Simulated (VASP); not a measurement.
# ZrF3 (P4/mmm) in VASP: a series of runs

Runs on ZrF3. Level: PBE. Tasks: single point.

Everything below comes from runs of VASP 6.6.1. Logs are shortened: lines on timing, memory, paths and dates and some standing lists are left out, and cuts for length are marked.

**1. The cell of the first run**

The structure is tetragonal, space group P4/mmm (No. 123). Conventional cell: a = 3.088 Å, b = 3.088 Å, c = 4.442 Å, α = 90.00°, β = 90.00°, γ = 90.00°. Within 2.9 Å of Zr (site symmetry 4/mmm) lie 10 F at 2.22 to 2.42 Å. Within 2.8 Å of F (site symmetry 4mm) lie 6 F at 2.09 to 2.48 Å and 4 Zr at 2.42 Å. F (site symmetry 4/mmm) has 2 Zr at 2.22 Å and 8 F at 2.48 Å within 2.9 Å.

**2. Single point, PBE**

Contents of INCAR:

```
SYSTEM = ZrF3
PREC = Accurate ; ENCUT = 520
EDIFF = 1E-7 ; ISMEAR = 0
SIGMA = 0.1 ; LREAL = .False.
LASPH = .True. ; NELM = 100
ALGO = Normal ; ISIF = 2
LWAVE = .False. ; LCHARG = .True.
GGA = PE ; LELF = .True.
LVHAR = .True. ; NBANDS = 24
```

Contents of KPOINTS:

```
Automatic mesh
0
Gamma
  16 16 10
  0 0 0
```

Contents of POSCAR:

```
ZrF3
1.0
    3.0882206933      0.0000000000      0.0000000000
    0.0000000000      3.0882206933      0.0000000000
    0.0000000000      0.0000000000      4.4418887715
Zr F
1 3
Direct
    0.0000000000      0.0000000000      0.0000000000
    0.5000000000      0.5000000000      0.7646894079
    0.0000000000      0.0000000000      0.5000000000
    0.5000000000      0.5000000000      0.2353105921
```

Potentials or basis: VASP PAW PBE potentials, release 64 (Zr_sv, F).

Launch:

```bash
> cat potpaw_PBE.64/Zr_sv/POTCAR potpaw_PBE.64/F/POTCAR > POTCAR
> mpirun -np 1 vasp_std > vasp.out
```

OUTCAR:

```text
SYSTEM = ZrF3
   PREC = Accurate
   ENCUT = 520
   EDIFF = 1E-7
   ISMEAR = 0
   LREAL = .False.
   LASPH = .True.
   NELM = 100
   ISIF = 2
   GGA = PE

 ion  position               nearest neighbor table
   1  0.000  0.000  0.000-   3 2.22   3 2.22   4 2.42   2 2.42   2 2.42   4 2.42   2 2.42   4 2.42
                             2 2.42   4 2.42
   2  0.500  0.500  0.765-   1 2.42   1 2.42   1 2.42   1 2.42
   3  0.000  0.000  0.500-   1 2.22   1 2.22
   4  0.500  0.500  0.235-   1 2.42   1 2.42   1 2.42   1 2.42

  LATTYP: Found a simple tetragonal cell.
 ALAT       =     3.0882206933
 C/A-ratio  =     1.4383326882

  Lattice vectors:

 A1 = (   3.0882206933,   0.0000000000,   0.0000000000)
 A2 = (   0.0000000000,   3.0882206933,   0.0000000000)
 A3 = (   0.0000000000,   0.0000000000,   4.4418887715)

Analysis of symmetry for initial positions (statically):
=====================================================================
 Subroutine PRICEL returns:
 Original cell was already a primitive cell.

 Routine SETGRP: Setting up the symmetry group for a
 simple tetragonal supercell.

 Subroutine GETGRP returns: Found 16 space group operations
 (whereof 16 operations were pure point group operations)
 out of a pool of 16 trial point group operations.

The static configuration has the point symmetry D_4h.

Analysis of symmetry for dynamics (positions and initial velocities):
=====================================================================
 Subroutine PRICEL returns:
 Original cell was already a primitive cell.

 Routine SETGRP: Setting up the symmetry group for a
 simple tetragonal supercell.

 Subroutine GETGRP returns: Found 16 space group operations
 (whereof 16 operations were pure point group operations)
 out of a pool of 16 trial point group operations.

The dynamic configuration has the point symmetry D_4h.

 Subroutine INISYM returns: Found 16 space group operations
 (whereof 16 operations are pure point group operations),
 and found     1 'primitive' translations

----------------------------------------------------------------------------------------

                                     Primitive cell

  volume of cell :      42.3628

  direct lattice vectors                    reciprocal lattice vectors
     3.088220693  0.000000000  0.000000000     0.323811055  0.000000000  0.000000000
     0.000000000  3.088220693  0.000000000     0.000000000  0.323811055  0.000000000
     0.000000000  0.000000000  4.441888772     0.000000000  0.000000000  0.225129455

  length of vectors
     3.088220693  3.088220693  4.441888772     0.323811055  0.323811055  0.225129455

  position of ions in fractional coordinates (direct lattice)
     0.000000000  0.000000000  0.000000000
     0.500000000  0.500000000  0.764689408
     0.000000000  0.000000000  0.500000000
     0.500000000  0.500000000  0.235310592

  ion indices of the primitive-cell ions
   primitive index   ion index
                 1           1
                 2           2
                 3           3
                 4           4

----------------------------------------------------------------------------------------

 KPOINTS: Automatic mesh

Automatic generation of k-mesh.
 Grid dimensions read from file:
 generate k-points for:   16   16   10

 Generating k-lattice:

  Cartesian coordinates                     Fractional coordinates (reciprocal lattice)
     0.020238191  0.000000000  0.000000000     0.062500000  0.000000000  0.000000000
     0.000000000  0.020238191  0.000000000     0.000000000  0.062500000  0.000000000
     0.000000000  0.000000000  0.022512946     0.000000000  0.000000000  0.100000000

  Length of vectors
     0.020238191  0.020238191  0.022512946

  Shift w.r.t. Gamma in fractional coordinates (k-lattice)
     0.000000000  0.000000000  0.000000000

 Subroutine IBZKPT returns following result:
 ===========================================

 Found    270 irreducible k-points:

 Following reciprocal coordinates:
            Coordinates               Weight
  0.000000  0.000000  0.000000      1.000000
  0.062500  0.000000  0.000000      4.000000
  0.125000  0.000000  0.000000      4.000000
  0.187500  0.000000  0.000000      4.000000
  0.250000  0.000000  0.000000      4.000000
  0.312500  0.000000  0.000000      4.000000
[... 16 lines left out ...]
  0.437500  0.125000  0.000000      8.000000
  0.500000  0.125000  0.000000      4.000000
 [... further k-points ...]
   k-points           NKPTS =    270   k-points in BZ     NKDIM =    270   number of bands    NBANDS=     24
   number of dos      NEDOS =    301   number of ions     NIONS =      4
   total plane-waves  NPLWV =  20736
   dimension x,y,z NGX =    24 NGY =   24 NGZ =   36
   dimension x,y,z NGXF=    48 NGYF=   48 NGZF=   72
   ions per type =               1   3
   NGX,Y,Z   is equivalent  to a cutoff of  12.92, 12.92, 13.47 a.u.
   NGXF,Y,Z  is equivalent  to a cutoff of  25.84, 25.84, 26.95 a.u.
 SYSTEM =  ZrF3
   PREC   = accura    normal or accurate (medium, high low for compatibility)
   ISTART =      0    job   : 0-new  1-cont  2-samecut
   ICHARG =      2    charge: 1-file 2-atom 10-const
   ISPIN  =      1    spin polarized calculation?
   LNONCOLLINEAR =      F non collinear calculations
   LSORBIT =      F    spin-orbit coupling
   LASPH  =      T    aspherical Exc in radial PAW
   ENCUT  =  520.0 eV  38.22 Ry    6.18 a.u.   5.74  5.74  8.26*2*pi/ulx,y,z
   NELM   =    100;   NELMIN=  2; NELMDL= -5     # of ELM steps
   EDIFF  = 0.1E-06   stopping-criterion for ELM
   LREAL  =      F    real-space projection
   EDIFFG = 0.1E-05   stopping-criterion for IOM
   NSW    =      0    number of steps for IOM
   IBRION =     -1    ionic relax: 0-MD 1-quasi-New 2-CG
   NFREE  =      0    steps in history (QN), initial steepest desc. (CG)
   ISIF   =      2    stress and relaxation
   ISYM   =      2    0-nonsym 1-usesym 2-fastsym
   POTIM  = 0.5000    time-step for ionic-motion
   TEBEG  =    0.0;   TEEND  =   0.0 temperature during run
   PSTRESS=    0.0 pullay stress
   NELECT =      33.0000    total number of electrons
   NUPDOWN=      -1.0000    fix difference up-down
   EMIN   =  10.00;   EMAX   =-10.00  energy-range for DOS
   EFERMI =   0.00;   METHOD = LEGACY
   ISMEAR =     0;   SIGMA  =   0.10  broadening in eV -4-tet -1-fermi 0-gaus
   EFERMI_NEDOS =   21; number of points for ismear=-14 and -15
   IALGO  =     38    algorithm
   IMIX   =      4    mixing-type and parameters
     AMIX     =   0.40;   BMIX     =  1.00
     AMIX_MAG =   1.60;   BMIX_MAG =  1.00
  volume/ion in A,a.u.               =      10.59        71.47
  Fermi-wavevector in a.u.,A,eV,Ry     =   1.506323  2.846537 30.871731  2.269008
  Thomas-Fermi vector in A             =   2.617055
   LORBIT       =      0    0 simple, 1 ext, 2 COOP (PROOUT), +10 PAW based schemes
   GGA     = PE    functional components
   LHFCALC =     F    Hartree Fock is set to
   AEXX    =    0.0000 exact exchange contribution
   IVDW    =     0    specifies the selected vdW correction
   LEPSILON=     F    determine dielectric tensor
   LRPA    =     F    only Hartree local field effects (RPA)
 non-spin polarized calculation
 Gauss-broadening in eV      SIGMA  =   0.10
  energy-cutoff  :      520.00
  volume of cell :       42.36
 maximum number of plane-waves:      1160
 NGX is ok and might be reduce to    24
   NGX = 11   NGY = 11   NGZ = 17

 number of electron      33.0000018 magnetization

 Free energy of the ion-electron system (eV)
  ---------------------------------------------------
  ext. energy  EPLUGINS =         0.00000000
  ---------------------------------------------------
  free energy    TOTEN  =       -25.12354454 eV

  energy without entropy =      -25.11849887  energy(sigma->0) =      -25.12102171

 E-fermi :   7.6201     XC(G=0): -11.5413

 val. band max:        7.6184638316   @ k =   0.4375   0.1250   0.0000
 cond. band min:       7.6358286030   @ k =   0.4375   0.0000   0.4000
 fundamental gap:      0.0173647714
 Fermi energy:         7.6200974411

 k-point     1 :       0.0000    0.0000    0.0000
  band No.  band energies     occupation
      1     -43.5162      2.00000
      2     -21.7342      2.00000
      3     -21.0835      2.00000
      4     -21.0835      2.00000
      5     -18.2415      2.00000
      6     -16.4292      2.00000
[... 16 lines left out ...]
     23      18.3677      0.00000
     24      20.4300      0.00000

 k-point     2 :       0.0625    0.0000    0.0000
  band No.  band energies     occupation
      1     -43.5134      2.00000
      2     -21.7266      2.00000
      3     -21.1349      2.00000
      4     -21.0804      2.00000
      5     -18.1999      2.00000
      6     -16.4365      2.00000
[... 16 lines left out ...]
     23      18.5410      0.00000
     24      20.5780      0.00000

 k-point     3 :       0.1250    0.0000    0.0000
  band No.  band energies     occupation
      1     -43.5053      2.00000
      2     -21.7050      2.00000
      3     -21.2743      2.00000
      4     -21.0715      2.00000
      5     -18.0877      2.00000
      6     -16.4582      2.00000
[... 16 lines left out ...]
     23      18.9987      0.00000
     24      21.0938      0.00000

 k-point     4 :       0.1875    0.0000    0.0000
  band No.  band energies     occupation
      1     -43.4931      2.00000
      2     -21.6721      2.00000
      3     -21.4675      2.00000
      4     -21.0582      2.00000
      5     -17.9304      2.00000
      6     -16.4912      2.00000
[... 16 lines left out ...]
     23      19.6097      0.00000
     24      20.9444      0.00000

 k-point     5 :       0.2500    0.0000    0.0000
  band No.  band energies     occupation
      1     -43.4787      2.00000
      2     -21.6774      2.00000
      3     -21.6327      2.00000
      4     -21.0423      2.00000
      5     -17.7549      2.00000
      6     -16.5306      2.00000
[... 16 lines left out ...]
     23      20.2622      0.00000
     24      20.7783      0.00000

 k-point     6 :       0.3125    0.0000    0.0000
  band No.  band energies     occupation
      1     -43.4643      2.00000
      2     -21.8723      2.00000
      3     -21.5925      2.00000
      4     -21.0264      2.00000
      5     -17.5840      2.00000
      6     -16.5710      2.00000
[... 16 lines left out ...]
     23      20.3805      0.00000
     24      20.8996      0.00000
[... 379 lines left out ...]
 k-point    21 :       0.3125    0.1250    0.0000
  band No.  band energies     occupation
      1     -43.4539      2.00000
      2     -21.8288      2.00000
      3     -21.5745      2.00000
      4     -21.1471      2.00000
      5     -17.5911      2.00000
      6     -16.5670      2.00000
[... 16 lines left out ...]
     23      20.4341      0.00000
     24      21.0766      0.00000

 k-point    22 :       0.3750    0.1250    0.0000
  band No.  band energies     occupation
      1     -43.4418      2.00000
      2     -21.9747      2.00000
      3     -21.5428      2.00000
      4     -21.1262      2.00000
      5     -17.4826      2.00000
      6     -16.5939      2.00000
[... 16 lines left out ...]
     23      19.2743      0.00000
     24      21.1240      0.00000

 k-point    23 :       0.4375    0.1250    0.0000
  band No.  band energies     occupation
      1     -43.4336      2.00000
      2     -22.0692      2.00000
      3     -21.5212      2.00000
      4     -21.1119      2.00000
      5     -17.4092      2.00000
      6     -16.6121      2.00000
[... 16 lines left out ...]
     23      17.9785      0.00000
     24      21.2358      0.00000

 k-point    24 :       0.5000    0.1250    0.0000
  band No.  band energies     occupation
      1     -43.4307      2.00000
      2     -22.1018      2.00000
      3     -21.5136      2.00000
      4     -21.1068      2.00000
      5     -17.3831      2.00000
      6     -16.6186      2.00000
[... 16 lines left out ...]
     23      17.2348      0.00000
     24      21.2952      0.00000

 [... further k-points ...]
[... 5 lines left out ...]
  --------------------------------------------------------------------------------------
  -------------------------------------------------------------------------------------
  Total        0.0175784      0.0175784     -0.0416961      0.0000000      0.0000000      0.0000000
  in kB        0.6648237      0.6648237     -1.5769655      0.0000000      0.0000000      0.0000000
  external PRESSURE =      -0.0824394 kB  Pullay stress =       0.0000000 kB

 VOLUME and BASIS-vectors are now :
 -----------------------------------------------------------------------------
  energy-cutoff  :      520.00
  volume of cell :       42.36
      direct lattice vectors                 reciprocal lattice vectors
     3.088220693  0.000000000  0.000000000     0.323811055  0.000000000  0.000000000
     0.000000000  3.088220693  0.000000000     0.000000000  0.323811055  0.000000000
     0.000000000  0.000000000  4.441888772     0.000000000  0.000000000  0.225129455

 POSITION                                       TOTAL-FORCE (eV/Angst)
 -----------------------------------------------------------------------------------
      0.00000      0.00000      0.00000         0.000000      0.000000     -0.000000
      1.54411      1.54411      3.39667         0.000000     -0.000000     -0.001838
      0.00000      0.00000      2.22094         0.000000      0.000000     -0.000000
      1.54411      1.54411      1.04522        -0.000000      0.000000      0.001838
 -----------------------------------------------------------------------------------
    total drift:                                0.000000     -0.000000      0.000000

  FREE ENERGIE OF THE ION-ELECTRON SYSTEM (eV)
  ---------------------------------------------------
  free  energy   TOTEN  =       -25.1235445384 eV

  energy  without entropy=      -25.1184988733  energy(sigma->0) =      -25.12102171
```

Run time: 2.3 min. Hardware: 1 thread of Intel Xeon Platinum 8488C (Sapphire Rapids), shared host; peak memory 0.33 GiB.

Results:

| Property | Result |
| --- | --- |
| Free energy | -25.1235 eV |
| Pressure | 0.0 GPa |

Levels at points of the mesh, in eV from the Fermi level:
| k point | band 13 | band 14 | band 15 | band 16 | band 17 | band 18 | band 19 | band 20 |
| --- | --- | --- | --- | --- | --- | --- | --- | --- |
| (0.00, 0.00, 0.00) | -5.85 | -3.97 | -3.97 | -3.28 | -2.97 | 0.57 | 2.45 | 2.77 |
| (0.50, 0.00, 0.00) | -4.88 | -4.62 | -4.34 | -3.45 | -0.34 | 0.15 | 1.71 | 2.80 |
| (0.50, 0.50, 0.00) | -5.62 | -4.16 | -4.16 | -3.34 | 1.86 | 2.27 | 2.27 | 2.76 |
| (0.00, 0.00, 0.50) | -6.30 | -5.06 | -3.80 | -3.80 | -2.93 | 1.22 | 2.46 | 3.11 |
| (0.50, 0.00, 0.50) | -6.24 | -5.91 | -4.58 | -4.25 | 0.13 | 1.11 | 2.35 | 2.97 |
| (0.50, 0.50, 0.50) | -6.97 | -4.95 | -3.89 | -3.89 | 2.12 | 2.51 | 2.51 | 4.11 |

Caveat: an odd number of electrons without spin polarisation forces a metal; a magnetic or distorted state may lie lower.

(Continued in part 2 of 2.)
